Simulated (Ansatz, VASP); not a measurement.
## InReS4: VASP beside Ansatz

```xyz
6
Lattice="6.8090 0.0000 0.0000 -3.4045 5.8968 0.0000 0.0000 0.0000 3.3196" Properties=species:S:1:pos:R:3 pbc="T T T"
In    0.0000    0.0000    0.0000
Re    3.4045    1.9656    0.0000
S     0.0000    3.9312    0.0000
S     1.6384    4.8771    1.6598
S    -1.6384    4.8771    1.6598
S     0.0000    2.0393    1.6598
```

Change from the starting cell: species swapped into the SmAlCu4 type (P-6m2, No. 187).

Alike in both runs: task relaxation of cell and atoms; functional PBE; k mesh 3 × 3 × 6; occupations gaussian, width 0.1 eV; collinear spin.

|  | VASP | Ansatz |
| --- | --- | --- |
| version | VASP 6.6.1 | Ansatz 0.2.0 |
| potentials or method | VASP PAW PBE potentials, release 64 (In_d, Re, S), cutoff 600 eV | scalar-relativistic, plane waves, PAW |
| valence electrons in the cell | 44 | 52 |

Ansatz gave:

- gap on the k mesh at the Fermi level, each at its own relaxed structure (eV): none
- net moment per atom (μB): 0.89
- size of the moment on the site where the two differ most (μB): 4.29
- relaxed volume (Å³/atom): 22.42
- relaxed cell length with the largest relative difference (Å): 3.320

What did VASP give for the same quantities?

gap on the k mesh at the Fermi level, each at its own relaxed structure (eV): none; net moment per atom (μB): 0.89; size of the moment on the site where the two differ most (μB): 4.21; relaxed volume (Å³/atom): 22.47; relaxed cell length with the largest relative difference (Å): 3.329.

Site moments also hang on the region over which each program counts them. A gap of «none» marks a metal or a gap that the smearing closes. VASP's potentials hold 44 valence electrons a cell and Ansatz's 52, so a difference there can come from the potentials and not from the codes.

Neither program's run includes spin-orbit coupling.
